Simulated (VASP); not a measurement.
# Ni2Au (Fd-3m) in VASP: single point with PBE

Aim: the single point of Ni2Au with PBE.

All numbers are computed with VASP 6.6.1; they aren't measurements. Logs are shortened: lines on timing, memory, paths and dates and some standing lists are left out, and cuts for length are marked.

### 1 The cell of the first run

Symmetry: Fd-3m, No. 227, cubic system. The conventional cell has a = 6.891 Å, b = 6.891 Å, c = 6.891 Å, α = 90.00°, β = 90.00°, γ = 90.00°. Ni (site symmetry -3m) has 6 Ni at 2.44 Å and 6 Au at 2.86 Å within 3.2 Å. Au (site symmetry -43m) has 12 Ni at 2.86 Å and 4 Au at 2.98 Å within 3.8 Å.

### 2 Single point, PBE

POSCAR reads:

```
Ni2Au
1.0
    0.0000000000      3.4452500000      3.4452500000
    3.4452500000      0.0000000000      3.4452500000
    3.4452500000      3.4452500000      0.0000000000
Ni Au
4 2
Direct
    0.6250000000      0.6250000000      0.6250000000
    0.1250000000      0.6250000000      0.6250000000
    0.6250000000      0.6250000000      0.1250000000
    0.6250000000      0.1250000000      0.6250000000
    0.0000000000      0.0000000000      0.0000000000
    0.2500000000      0.2500000000      0.2500000000
```

INCAR.step1 reads:

```
SYSTEM = Ni2Au
PREC     = Accurate       ! precision mode
ENCUT    = 520            ! plane-wave cutoff, eV
EDIFF    = 1E-6           ! SCF threshold, eV
ISMEAR   = -1             ! smearing method
SIGMA    = 0.138          ! smearing width, eV
LREAL    = .FALSE.        ! projectors in reciprocal space
LASPH    = .TRUE.         ! aspherical terms in the spheres
NELM     = 120            ! most SCF steps
ALGO     = Normal         ! electronic algorithm
ISIF     = 2              ! what is computed and relaxed
LWAVE    = .FALSE.        ! write WAVECAR
LCHARG   = .TRUE.         ! write CHGCAR
LMAXMIX  = 4              ! l up to which the mixer works
GGA      = PE             ! functional
NBANDS   = 40             ! bands
GGA_COMPAT= .FALSE.      
NEDOS    = 2001           ! points of the DOS
LORBIT   = 11             ! projections on sites
```

KPOINTS.step1 reads:

```
regular mesh
0
G
  9 9 9
  0 0 0
```

INCAR.step2 reads:

```
SYSTEM = Ni2Au
PREC     = Accurate       ! precision mode
ENCUT    = 520            ! plane-wave cutoff, eV
EDIFF    = 1E-6           ! SCF threshold, eV
ISMEAR   = -5             ! smearing method
SIGMA    = 0.138          ! smearing width, eV
LREAL    = .FALSE.        ! projectors in reciprocal space
LASPH    = .TRUE.         ! aspherical terms in the spheres
NELM     = 120            ! most SCF steps
ALGO     = Normal         ! electronic algorithm
ISIF     = 2              ! what is computed and relaxed
LWAVE    = .FALSE.        ! write WAVECAR
LCHARG   = .FALSE.        ! write CHGCAR
LMAXMIX  = 4              ! l up to which the mixer works
GGA      = PE             ! functional
LORBIT   = 10             ! projections on sites
NEDOS    = 1001           ! points of the DOS
ICHARG   = 11             ! starting density
GGA_COMPAT= .FALSE.
```

KPOINTS.step2 reads:

```
regular mesh
0
G
  14 14 14
  0 0 0
```

Potentials or basis: VASP PAW PBE potentials, release 64 (Ni, Au).

Run with:

```
$ cat potpaw_PBE.64/Ni/POTCAR potpaw_PBE.64/Au/POTCAR > POTCAR
$ cp INCAR.step1 INCAR
$ cp KPOINTS.step1 KPOINTS
$ mpirun -np 1 vasp_std > vasp.out
$ cp INCAR.step2 INCAR
$ cp KPOINTS.step2 KPOINTS
$ mpirun -np 1 vasp_std > vasp.out
```

OUTCAR:

```text
SYSTEM = Ni2Au
   PREC = Accurate
   ENCUT = 520
   EDIFF = 1E-6
   ISMEAR = -5
   LREAL = .FALSE.
   LASPH = .TRUE.
   NELM = 120
   ISIF = 2
   GGA = PE
   LORBIT = 10
   ICHARG = 11

 ion  position               nearest neighbor table
   1  0.625  0.625  0.625-   2 2.44   3 2.44   4 2.44   3 2.44   4 2.44   2 2.44   6 2.86   5 2.86
                             6 2.86   5 2.86   6 2.86   5 2.86
   2  0.125  0.625  0.625-   1 2.44   3 2.44   4 2.44   1 2.44   3 2.44   4 2.44   5 2.86   6 2.86
                             5 2.86   5 2.86   6 2.86   6 2.86
   3  0.625  0.625  0.125-   1 2.44   1 2.44   2 2.44   4 2.44   4 2.44   2 2.44   6 2.86   5 2.86
                             6 2.86   5 2.86   6 2.86   5 2.86
   4  0.625  0.125  0.625-   1 2.44   3 2.44   1 2.44   2 2.44   3 2.44   2 2.44   5 2.86   6 2.86
                             5 2.86   6 2.86   6 2.86   5 2.86
   5  0.000  0.000  0.000-   1 2.86   3 2.86   4 2.86   1 2.86   2 2.86   3 2.86   1 2.86   2 2.86
                             4 2.86   2 2.86   3 2.86   4 2.86   6 2.98   6 2.98   6 2.98   6 2.98
   6  0.250  0.250  0.250-   2 2.86   3 2.86   4 2.86   1 2.86   2 2.86   4 2.86   1 2.86   2 2.86
                             3 2.86   1 2.86   3 2.86   4 2.86   5 2.98   5 2.98   5 2.98   5 2.98

  LATTYP: Found a face centered cubic cell.
 ALAT       =     6.8905000000

  Lattice vectors:

 A1 = (   0.0000000000,   3.4452500000,   3.4452500000)
 A2 = (   3.4452500000,   0.0000000000,   3.4452500000)
 A3 = (   3.4452500000,   3.4452500000,   0.0000000000)

Analysis of symmetry for initial positions (statically):
=====================================================================
 Subroutine PRICEL returns:
 Original cell was already a primitive cell.

 Routine SETGRP: Setting up the symmetry group for a
 face centered cubic supercell.

 Subroutine GETGRP returns: Found 48 space group operations
 (whereof 24 operations were pure point group operations)
 out of a pool of 48 trial point group operations.

The static configuration has the point symmetry T_d .
 The point group associated with its full space group is O_h .

Analysis of symmetry for dynamics (positions and initial velocities):
=====================================================================
 Subroutine PRICEL returns:
 Original cell was already a primitive cell.

 Routine SETGRP: Setting up the symmetry group for a
 face centered cubic supercell.

 Subroutine GETGRP returns: Found 48 space group operations
 (whereof 24 operations were pure point group operations)
 out of a pool of 48 trial point group operations.

The dynamic configuration has the point symmetry T_d .
 The point group associated with its full space group is O_h .

 Subroutine INISYM returns: Found 48 space group operations
 (whereof 24 operations are pure point group operations),
 and found     1 'primitive' translations

----------------------------------------------------------------------------------------

                                     Primitive cell

  volume of cell :      81.7885

  direct lattice vectors                    reciprocal lattice vectors
     0.000000000  3.445250000  3.445250000    -0.145127349  0.145127349  0.145127349
     3.445250000  0.000000000  3.445250000     0.145127349 -0.145127349  0.145127349
     3.445250000  3.445250000  0.000000000     0.145127349  0.145127349 -0.145127349

  length of vectors
     4.872319276  4.872319276  4.872319276     0.251367942  0.251367942  0.251367942

  position of ions in fractional coordinates (direct lattice)
     0.625000000  0.625000000  0.625000000
     0.125000000  0.625000000  0.625000000
     0.625000000  0.625000000  0.125000000
     0.625000000  0.125000000  0.625000000
     0.000000000  0.000000000  0.000000000
     0.250000000  0.250000000  0.250000000

  ion indices of the primitive-cell ions
   primitive index   ion index
                 1           1
                 2           2
                 3           3
                 4           4
                 5           5
                 6           6

----------------------------------------------------------------------------------------

 KPOINTS: regular mesh

Automatic generation of k-mesh.
 Grid dimensions read from file:
 generate k-points for:   14   14   14

 Generating k-lattice:

  Cartesian coordinates                     Fractional coordinates (reciprocal lattice)
    -0.010366239  0.010366239  0.010366239     0.071428571  0.000000000  0.000000000
     0.010366239 -0.010366239  0.010366239     0.000000000  0.071428571  0.000000000
     0.010366239  0.010366239 -0.010366239     0.000000000  0.000000000  0.071428571

  Length of vectors
     0.017954853  0.017954853  0.017954853

  Shift w.r.t. Gamma in fractional coordinates (k-lattice)
     0.000000000  0.000000000  0.000000000

 TETIRR: Found    389 inequivalent tetrahedra from    16464

 Subroutine IBZKPT returns following result:
 ===========================================

 Found    104 irreducible k-points:

 Following reciprocal coordinates:
            Coordinates               Weight
  0.000000  0.000000  0.000000      1.000000
  0.071429  0.000000  0.000000      8.000000
  0.142857  0.000000  0.000000      8.000000
  0.214286  0.000000  0.000000      8.000000
  0.285714  0.000000  0.000000      8.000000
  0.357143  0.000000  0.000000      8.000000
[... 16 lines left out ...]
  0.214286  0.142857  0.000000     24.000000
  0.285714  0.142857  0.000000     24.000000
 [... further k-points ...]
   k-points           NKPTS =    104   k-points in BZ     NKDIM =    104   number of bands    NBANDS=     37
   number of dos      NEDOS =   1001   number of ions     NIONS =      6
   total plane-waves  NPLWV =  46656
   dimension x,y,z NGX =    36 NGY =   36 NGZ =   36
   dimension x,y,z NGXF=    72 NGYF=   72 NGZF=   72
   ions per type =               4   2
   NGX,Y,Z   is equivalent  to a cutoff of  12.28, 12.28, 12.28 a.u.
   NGXF,Y,Z  is equivalent  to a cutoff of  24.57, 24.57, 24.57 a.u.
 SYSTEM =  Ni2Au
   PREC   = accura    normal or accurate (medium, high low for compatibility)
   ISTART =      0    job   : 0-new  1-cont  2-samecut
   ICHARG =     11    charge: 1-file 2-atom 10-const
   ISPIN  =      1    spin polarized calculation?
   LNONCOLLINEAR =      F non collinear calculations
   LSORBIT =      F    spin-orbit coupling
   LASPH  =      T    aspherical Exc in radial PAW
   ENCUT  =  520.0 eV  38.22 Ry    6.18 a.u.   9.06  9.06  9.06*2*pi/ulx,y,z
   NELM   =    120;   NELMIN=  2; NELMDL=  0     # of ELM steps
   EDIFF  = 0.1E-05   stopping-criterion for ELM
   LREAL  =      F    real-space projection
   EDIFFG = 0.1E-04   stopping-criterion for IOM
   NSW    =      0    number of steps for IOM
   IBRION =     -1    ionic relax: 0-MD 1-quasi-New 2-CG
   NFREE  =      0    steps in history (QN), initial steepest desc. (CG)
   ISIF   =      2    stress and relaxation
   ISYM   =      2    0-nonsym 1-usesym 2-fastsym
   POTIM  = 0.5000    time-step for ionic-motion
   TEBEG  =    0.0;   TEEND  =   0.0 temperature during run
   PSTRESS=    0.0 pullay stress
   NELECT =      62.0000    total number of electrons
   NUPDOWN=      -1.0000    fix difference up-down
   EMIN   =  10.00;   EMAX   =-10.00  energy-range for DOS
   EFERMI =   0.00;   METHOD = LEGACY
   ISMEAR =    -5;   SIGMA  =   0.14  broadening in eV -4-tet -1-fermi 0-gaus
   EFERMI_NEDOS =   21; number of points for ismear=-14 and -15
   IALGO  =     38    algorithm
   IMIX   =      4    mixing-type and parameters
     AMIX     =   0.40;   BMIX     =  1.00
     AMIX_MAG =   1.60;   BMIX_MAG =  1.00
  volume/ion in A,a.u.               =      13.63        91.99
  Fermi-wavevector in a.u.,A,eV,Ry     =   1.492707  2.820808 30.316162  2.228175
  Thomas-Fermi vector in A             =   2.605201
   LORBIT       =     10    0 simple, 1 ext, 2 COOP (PROOUT), +10 PAW based schemes
   GGA     = PE    functional components
   LHFCALC =     F    Hartree Fock is set to
   AEXX    =    0.0000 exact exchange contribution
   IVDW    =     0    specifies the selected vdW correction
   LEPSILON=     F    determine dielectric tensor
   LRPA    =     F    only Hartree local field effects (RPA)
 non-spin polarized calculation
 Fermi weights with tetrahedron method with Bloechl corrections
  energy-cutoff  :      520.00
  volume of cell :       81.79
 maximum number of plane-waves:      2229

 number of electron      61.9999954 magnetization

 Free energy of the ion-electron system (eV)
  ---------------------------------------------------
  ext. energy  EPLUGINS =         0.00000000
  ---------------------------------------------------
  free energy    TOTEN  =       -27.69400359 eV

  energy without entropy =      -27.69400359  energy(sigma->0) =      -27.69400359

 E-fermi :   8.5679     XC(G=0): -12.7140

 val. band max:        8.5908766273   @ k =   0.4286   0.2143   0.0714
 cond. band min:       8.5288219741   @ k =  -0.2857   0.4286   0.1429
 fundamental gap:     -0.0620546532
 Fermi energy:         8.5679149746

 k-point     1 :       0.0000    0.0000    0.0000
  band No.  band energies     occupation
      1      -0.3258      2.00000
      2       3.4907      2.00000
      3       3.4907      2.00000
      4       3.4907      2.00000
      5       3.6393      2.00000
      6       3.6393      2.00000
[... 29 lines left out ...]
     36      13.0093      0.00000
     37      13.6827      0.00000

 k-point     2 :       0.0714    0.0000    0.0000
  band No.  band energies     occupation
      1      -0.2696      2.00000
      2       3.4247      2.00000
      3       3.4247      2.00000
      4       3.5008      2.00000
      5       3.7235      2.00000
      6       3.7235      2.00000
[... 29 lines left out ...]
     36      13.2543      0.00000
     37      13.5166      0.00000
[... 838 lines left out ...]
     36      11.9298      0.00000
     37      14.6600      0.00000

 k-point    24 :       0.2857    0.1429    0.0000
  band No.  band energies     occupation
      1       0.4728      2.00000
      2       2.9884      2.00000
      3       3.5504      2.00000
      4       3.5841      2.00000
      5       3.6692      2.00000
      6       3.8486      2.00000
[... 29 lines left out ...]
     36      12.4116      0.00000
     37      14.3149      0.00000

 [... further k-points ...]

------------------------ aborting loop because EDIFF is reached ----------------------------------------

  FORCE on cell =-STRESS in cart. coord.  units (eV):
  Direction    XX          YY          ZZ          XY          YZ          ZX
  --------------------------------------------------------------------------------------
  -------------------------------------------------------------------------------------
  Total       -2.5182410     -2.5182410     -2.5182410      0.0000000      0.0000000      0.0000000
  in kB      -49.3305160    -49.3305160    -49.3305160      0.0000000      0.0000000      0.0000000
  external PRESSURE =     -49.3305160 kB  Pullay stress =       0.0000000 kB

 VOLUME and BASIS-vectors are now :
 -----------------------------------------------------------------------------
  energy-cutoff  :      520.00
  volume of cell :       81.79
      direct lattice vectors                 reciprocal lattice vectors
     0.000000000  3.445250000  3.445250000    -0.145127349  0.145127349  0.145127349
     3.445250000  0.000000000  3.445250000     0.145127349 -0.145127349  0.145127349
     3.445250000  3.445250000  0.000000000     0.145127349  0.145127349 -0.145127349

 POSITION                                       TOTAL-FORCE (eV/Angst)
 -----------------------------------------------------------------------------------
      4.30656      4.30656      4.30656         0.000000      0.000000     -0.000000
      4.30656      2.58394      2.58394         0.000000      0.000000     -0.000000
      2.58394      2.58394      4.30656         0.000000      0.000000     -0.000000
      2.58394      4.30656      2.58394         0.000000      0.000000     -0.000000
      0.00000      0.00000      0.00000        -0.000000     -0.000000     -0.000000
      1.72263      1.72263      1.72263         0.000000      0.000000      0.000000
 -----------------------------------------------------------------------------------
    total drift:                                0.000000      0.000000      0.000000

  FREE ENERGIE OF THE ION-ELECTRON SYSTEM (eV)
  ---------------------------------------------------
  free  energy   TOTEN  =       -27.6940035927 eV

  energy  without entropy=      -27.6940035927  energy(sigma->0) =      -27.69400359

 total charge

# of ion       s       p       d       tot
------------------------------------------
    1        0.445   0.403   8.370   9.218
    2        0.445   0.403   8.370   9.218
    3        0.445   0.403   8.370   9.218
    4        0.445   0.403   8.370   9.218
    5        0.541   0.365   8.684   9.591
    6        0.541   0.365   8.684   9.591
--------------------------------------------------
tot          2.862   2.343  50.850  56.055
```

Wall time 4.7 min (1 thread of Intel Xeon 8259CL, shared host); peak memory 0.38 GiB.

What came out:

```
Valence electrons inside the program's atomic spheres : Ni 9.22; Au 9.59
```

Levels at points of the mesh, in eV from the Fermi level:
```csv
k point,band 28,band 29,band 30,band 31,band 32,band 33,band 34,band 35
"(0.00, 0.00, 0.00)",-0.22,0.36,0.36,0.36,0.46,3.30,3.30,3.30
"(0.50, 0.00, 0.00)",-0.48,-0.48,-0.30,-0.30,0.36,1.49,2.39,2.39
"(0.50, 0.50, 0.00)",-0.81,-0.49,-0.49,-0.32,-0.32,1.31,1.31,1.80
```

Caveat: spin-orbit coupling is left out, which moves the levels of the heavy elements. Spin polarisation is off, so any magnetic state and its effect on volume and gap are missing.
